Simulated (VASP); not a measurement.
Input of a VASP 6.6.1 run:

File INCAR:

```
SYSTEM = Zn35O36
  ALGO = Normal
  EDIFF = 1E-6
  ENCUT = 520
  GGA = PE
  ISIF = 2
  ISMEAR = 0
  LASPH = .True.
  LCHARG = .True.
  LELF = .True.
  LREAL = Auto
  LVHAR = .True.
  LWAVE = .False.
  NBANDS = 359
  NELECT = 638.0
  NELM = 80
  PREC = Accurate
  SIGMA = 0.02
```

The input KPOINTS:

```
k-points
0
Gamma
  1 1 1
  0 0 0
```

The input POSCAR:

```
Zn35O36
1.0
    9.8384282164      0.0000000000      0.0000000000
   -4.9192141082      8.5203287687      0.0000000000
    0.0000000000      0.0000000000     10.5875275224
Zn O
35 36
Direct
    0.1111110880      0.2222221761      0.7362433754
    0.1126625903      0.5510522102      0.2480428027
    0.1114494601      0.5561598770      0.7512745524
    0.1126626031      0.8949437524      0.2480428027
    0.1114494826      0.8886229869      0.7512745524
    0.4383896445      0.2206708275      0.2480428027
    0.4447104196      0.2218839262      0.7512745524
    0.4383896200      0.5510522102      0.2480428027
    0.4447104169      0.5561598770      0.7512745524
    0.4444444696      0.8888889391      0.2471615771
    0.4444444696      0.8888889391      0.7510378588
    0.7822811610      0.2206708275      0.2480428027
    0.7771734846      0.2218839262      0.7512745524
    0.7777777678      0.5555555576      0.2509864550
    0.7777777678      0.5555555576      0.7509187564
    0.7822811493      0.8949437524      0.2480428027
    0.7771735043      0.8886229869      0.7512745524
    0.2222656040      0.1110677799      0.4971376923
    0.2193725714      0.1139607433      1.0025021401
    0.2222656016      0.4445312033      0.4971376923
    0.2193725795      0.4387451590      1.0025021401
    0.2222075881      0.7777704570      0.4986567439
    0.2214224793      0.7773778665      1.0038533527
    0.5555628684      0.1111257588      0.4986567439
    0.5559554002      0.1119108224      1.0038533527
    0.5543114054      0.4438223105      0.4994125388
    0.5548345493      0.4440839201      1.0015564047
    0.5555628689      0.7777704570      0.4986567439
    0.5559553872      0.7773778665      1.0038533527
    0.8888021539      0.1110677799      0.4971376923
    0.8945881499      0.1139607433      1.0025021401
    0.8895109847      0.4438223105      0.4994125388
    0.8892494505      0.4440839201      1.0015564047
    0.8895109563      0.7790219345      0.4994125388
    0.8892494053      0.7784988326      1.0015564047
    0.2310741538      0.1022593169      0.1820036827
    0.2255282860      0.1078049950      0.6910186523
    0.2310740646      0.4621481291      0.1820036827
    0.2255283279      0.4510566557      0.6910186523
    0.2209061780      0.7771197779      0.1913047211
    0.2228175975      0.7780754922      0.6883561799
    0.5562135475      0.1124271171      0.1913047211
    0.5552578332      0.1105156885      0.6883561799
    0.5572745280      0.4453039434      0.1903687141
    0.5561618869      0.4447476269      0.6889668985
    0.5562135998      0.7771197779      0.1913047211
    0.5552578947      0.7780754922      0.6883561799
    0.8711852428      0.1022593169      0.1820036827
    0.8822766870      0.1078049950      0.6910186523
    0.8880293934      0.4453039434      0.1903687141
    0.8885857180      0.4447476269      0.6889668985
    0.8880293820      0.7760587859      0.1903687141
    0.8885856985      0.7771714191      0.6889668985
    0.1111110880      0.2222221761      0.4791512456
    0.1111110880      0.2222221761      0.9291051172
    0.1106517848      0.5563747748      0.4391823294
    0.1097310355      0.5562811165      0.9386844076
    0.1106518574      0.8876103499      0.4391823294
    0.1097310205      0.8867832692      0.9386844076
    0.4457229464      0.2226815480      0.4391823294
    0.4465500999      0.2236024045      0.9386844076
    0.4457229900      0.5563747748      0.4391823294
    0.4465500809      0.5562811165      0.9386844076
    0.4444444696      0.8888889391      0.4387333105
    0.4444444696      0.8888889391      0.9399128341
    0.7769585796      0.2226815480      0.4391823294
    0.7770522826      0.2236024045      0.9386844076
    0.7777777678      0.5555555576      0.4408020655
    0.7777777678      0.5555555576      0.9396257038
    0.7769584925      0.8876103499      0.4391823294
    0.7770522486      0.8867832692      0.9386844076
```

Potentials or basis: VASP PAW PBE potentials, release 64 (Zn, O).

Command:

```sh
$ cat potpaw_PBE.64/Zn/POTCAR potpaw_PBE.64/O/POTCAR > POTCAR
$ mpirun -np 1 vasp_gam > vasp.out
```

Question: What does it give for the largest force?

Answer: 0.062 eV/Å.

Forces in eV/Å, atoms in the order of the input:
```
Zn   0.000  0.000 -0.009
Zn  -0.024  0.006  0.016
Zn  -0.010  0.005 -0.004
Zn  -0.007 -0.024  0.016
Zn  -0.001 -0.011 -0.004
Zn   0.018  0.018  0.016
Zn   0.009  0.006 -0.004
Zn   0.024  0.006  0.016
Zn   0.010  0.005 -0.004
Zn   0.000  0.000  0.003
Zn   0.000  0.000  0.004
Zn  -0.018  0.018  0.016
Zn  -0.009  0.006 -0.004
Zn   0.000  0.000  0.007
Zn   0.000  0.000 -0.002
Zn   0.007 -0.024  0.016
Zn   0.001 -0.011 -0.004
Zn   0.030 -0.017 -0.005
Zn  -0.002  0.001 -0.035
Zn   0.000  0.035 -0.005
Zn   0.000 -0.003 -0.035
Zn   0.003  0.002  0.003
Zn   0.001  0.000 -0.006
Zn   0.000 -0.004  0.003
Zn   0.000 -0.001 -0.006
Zn   0.002  0.001  0.005
Zn  -0.001  0.000 -0.003
Zn  -0.003  0.002  0.003
Zn  -0.001  0.000 -0.006
Zn  -0.030 -0.017 -0.005
Zn   0.002  0.001 -0.035
Zn  -0.002  0.001  0.005
Zn   0.001  0.000 -0.003
Zn   0.000 -0.002  0.005
Zn   0.000  0.001 -0.003
O   -0.050  0.029  0.023
O    0.000  0.000 -0.010
O    0.000 -0.058  0.023
O    0.000  0.000 -0.010
O   -0.011 -0.006  0.024
O   -0.002 -0.001 -0.004
O    0.000  0.013  0.024
O    0.000  0.003 -0.004
O    0.003  0.001  0.008
O   -0.002 -0.001 -0.002
O    0.011 -0.006  0.024
O    0.002 -0.001 -0.004
O    0.050  0.029  0.023
O    0.000  0.000 -0.010
O   -0.003  0.001  0.008
O    0.002 -0.001 -0.002
O    0.000 -0.003  0.008
O    0.000  0.002 -0.002
O    0.000  0.000 -0.039
O    0.000  0.000 -0.029
O    0.000  0.001 -0.008
O    0.012 -0.001  0.005
O    0.001 -0.001 -0.008
O    0.005  0.011  0.005
O    0.001 -0.001 -0.008
O   -0.007 -0.010  0.005
O    0.000  0.001 -0.008
O   -0.012 -0.001  0.005
O    0.000  0.000 -0.002
O    0.000  0.000  0.004
O   -0.001 -0.001 -0.008
O    0.007 -0.010  0.005
O    0.000  0.000 -0.001
O    0.000  0.000  0.009
O   -0.001 -0.001 -0.008
O   -0.005  0.011  0.005
```

Caveat: the k points lie up to 0.74 Å⁻¹ apart; the cell carries a net charge on a neutralising background, which shifts energy and pressure.
